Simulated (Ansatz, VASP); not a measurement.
**HfZr3Te8: VASP beside Ansatz**

File INCAR:

```
PREC = Accurate ; ENCUT = 500
EDIFF = 1E-6 ; ISMEAR = 0
SIGMA = 0.1 ; LREAL = F
LASPH = T ; NELM = 120
ALGO = Normal ; ISIF = 2
LWAVE = F ; LCHARG = F
GGA = PE ; NBANDS = 59
GGA_COMPAT = F
```

The input KPOINTS:

```
Automatic mesh
0
Gamma
  12 12 2
```

File POSCAR:

```
HfZr3Te8
1.0
    3.9717153607      0.0000000000      0.0000000000
   -1.9858576804      3.4396063990      0.0000000000
    0.0000000000      0.0000000000     28.3462834511
Zr Hf Te
3 1 8
Direct
    0.0000000000      0.0000000000      0.7512668961
    0.0000000000      0.0000000000      0.0000000000
    0.0000000000      0.0000000000      0.2487331039
    0.0000000000      0.0000000000      0.5000000000
    0.3333333333      0.6666666667      0.8148031017
    0.3333333333      0.6666666667      0.0635594184
    0.3333333333      0.6666666667      0.3123326491
    0.3333333333      0.6666666667      0.5625945005
    0.6666666667      0.3333333333      0.9364405816
    0.6666666667      0.3333333333      0.1851968983
    0.6666666667      0.3333333333      0.4374054995
    0.6666666667      0.3333333333      0.6876673509
```

Input for Ansatz:

```yaml
crystal:
  lattice:
    - [3.9717153607, 0.0, 0.0]
    - [-1.9858576804, 3.439606399, 0.0]
    - [0.0, 0.0, 28.3462834511]
  atoms:
    - { symbol: Zr, position: [0.0, 0.0, 0.7512668961] }
    - { symbol: Zr, position: [0.0, 0.0, 0.0] }
    - { symbol: Zr, position: [0.0, 0.0, 0.2487331039] }
    - { symbol: Hf, position: [0.0, 0.0, 0.5] }
    - { symbol: Te, position: [0.3333333333, 0.6666666667, 0.8148031017] }
    - { symbol: Te, position: [0.3333333333, 0.6666666667, 0.0635594184] }
    - { symbol: Te, position: [0.3333333333, 0.6666666667, 0.3123326491] }
    - { symbol: Te, position: [0.3333333333, 0.6666666667, 0.5625945005] }
    - { symbol: Te, position: [0.6666666667, 0.3333333333, 0.9364405816] }
    - { symbol: Te, position: [0.6666666667, 0.3333333333, 0.1851968983] }
    - { symbol: Te, position: [0.6666666667, 0.3333333333, 0.4374054995] }
    - { symbol: Te, position: [0.6666666667, 0.3333333333, 0.6876673509] }
basis:
  ecutwfc: 420
kpoints:
  mp_grid: { grid: [12, 12, 2] }
  band_path:
    path:
      - [[0.0, 0.0, 0.0], [0.5, 0.0, 0.0], [0.33333333, 0.33333333, 0.0], [0.0, 0.0, 0.0], [0.0, 0.0, 0.5], [0.5, 0.0, 0.5], [0.33333333, 0.33333333, 0.5], [0.0, 0.0, 0.5]]
      - [[0.5, 0.0, 0.5], [0.5, 0.0, 0.0]]
      - [[0.33333333, 0.33333333, 0.5], [0.33333333, 0.33333333, 0.0]]
    npoints: 10
hamiltonian:
  xc: pbe
scf:
  occupations: { method: gaussian, width: 0.1 }
  n_extra_bands: 30
output:
  forces: true
  stress: true
  eigenvalues: true
  populations: true
  dos: { projected: true, de: 0.02, nscf_kmesh: { grid: [15, 15, 3] } }
  bader: false
  write_density: true
  write_potential: true
  elf: true
  volumetric_format: npy
```

Alike in both runs: task single point; functional PBE; k mesh 12 × 12 × 2; occupations gaussian, width 0.1 eV; no spin polarisation.

|  | VASP | Ansatz |
| --- | --- | --- |
| version | VASP 6.6.1 | Ansatz 0.2.0 |
| potentials or method | VASP PAW PBE potentials, release 64 (Zr_sv, Hf_pv, Te), cutoff 500 eV | scalar-relativistic, plane waves, PAW |
| valence electrons in the cell | 94 | 190 |

Ansatz gave:

| Property | Result |
| --- | --- |
| gap on the k mesh at the Fermi level (eV) | none |
| pressure (GPa) | 0.0 |
| rms of the force components (eV/Å) | 0.000 |

Question: Estimate VASP's values.

Answer: gap on the k mesh at the Fermi level (eV): none; pressure (GPa): 0.0; rms of the force components (eV/Å): 0.008.

Atom by atom the forces differ by 0.008 eV/Å (rms over components). A gap of «none» marks a metal or a gap that the smearing closes. VASP's potentials hold 94 valence electrons a cell and Ansatz's 190, so a difference there can come from the potentials and not from the codes. Ansatz's warnings: k point list ram cut.

Spin-orbit coupling is off throughout.
